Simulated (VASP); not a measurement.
Set up this calculation in VASP 6.6.1, as the native input.

```
Task                            : G0W0 quasiparticle levels
Functional                      : PBE
Potentials or basis             : VASP PAW PBE potentials, release 64 (Ga_d_GW, N_GW)
Cutoff                          : 500 eV
k mesh                          : 6 × 6 × 6
Occupations                     : gaussian, width 0.01 eV
Spin                            : no spin polarisation
Dipole correction               : no
GW scheme                       : G0W0
GW iterations                   : 1
Cutoff of the response function : 100
Frequency points                : 96
Empty bands                     : 42
Further INCAR settings          : ALGO = EVGW0; EDIFF = 1e-08; NBANDS = 51
```

The system is GaN.

```xyz
2
Lattice="0.0000 2.1085 2.1085 2.1085 0.0000 2.1085 2.1085 2.1085 0.0000" Properties=species:S:1:pos:R:3 pbc="T T T"
Ga    2.1085    2.1085    2.1085
N     0.0000    0.0000    0.0000
```

These files were run (other wordings do the same):

POSCAR

```
GaN
1.0
    0.0000000000      2.1085153685      2.1085153685
    2.1085153685      0.0000000000      2.1085153685
    2.1085153685      2.1085153685      0.0000000000
Ga N
1 1
Direct
    0.5000000000      0.5000000000      0.5000000000
    0.0000000000      0.0000000000      0.0000000000
```

INCAR.step1

```
SYSTEM = GaN
  PREC = Accurate
  ENCUT = 500
  EDIFF = 1E-8
  ISMEAR = 0
  SIGMA = 0.01
  LREAL = .False.
  LASPH = .True.
  NELM = 100
  ALGO = Normal
  LWAVE = .True.
  LCHARG = .False.
  GGA = PE
```

INCAR.step2

```
SYSTEM = GaN
  PREC = Accurate
  ENCUT = 500
  EDIFF = 1E-8
  ISMEAR = 0
  SIGMA = 0.01
  LREAL = .False.
  LASPH = .True.
  NELM = 1
  ALGO = Exact
  LWAVE = .True.
  LCHARG = .False.
  GGA = PE
  NBANDS = 51
  LOPTICS = .True.
  ISTART = 1
```

INCAR.step3

```
SYSTEM = GaN
  PREC = Accurate
  ENCUT = 500
  EDIFF = 1E-8
  ISMEAR = 0
  SIGMA = 0.01
  LREAL = .False.
  LASPH = .True.
  ALGO = EVGW0
  LWAVE = .False.
  LCHARG = .False.
  GGA = PE
  NELMGW = 1
  NBANDS = 51
  ENCUTGW = 100.0
  NOMEGA = 96
  PRECFOCK = Fast
  ISTART = 1
  NBANDSGW = 17
  OMEGAMAX = 30
```

KPOINTS

```
regular mesh
0
Gamma
  6 6 6
  0 0 0
```

Potentials or basis: VASP PAW PBE potentials, release 64 (Ga_d_GW, N_GW).

Run with:

```console
$ cat potpaw_PBE.64/Ga_d_GW/POTCAR potpaw_PBE.64/N_GW/POTCAR > POTCAR
$ cp INCAR.step1 INCAR
$ mpirun -np 1 vasp_std > vasp.out
$ cp INCAR.step2 INCAR
$ mpirun -np 1 vasp_std > vasp.out
$ cp INCAR.step3 INCAR
$ mpirun -np 1 vasp_std > vasp.out
```

Results of the run:

| Quantity | Value |
| --- | --- |
| Quasiparticle gap | 1.47 eV |
| Least direct quasiparticle gap | 3.81 eV |
| Band gap of the starting levels on the mesh | 0.62 eV |
| Least direct gap of the starting levels on the mesh | 2.83 eV |

Caveat: the k points lie up to 0.43 Å⁻¹ apart; bands, screening cutoff and mesh are small and nothing is extrapolated, so the quasiparticle values aren't converged.

It took 4.9 min on 1 thread of Intel(R) Xeon(R) Platinum 8259CL CPU @ 2.50GHz (Skylake/Cascade Lake) (shared host), peak memory 0.3 GiB.
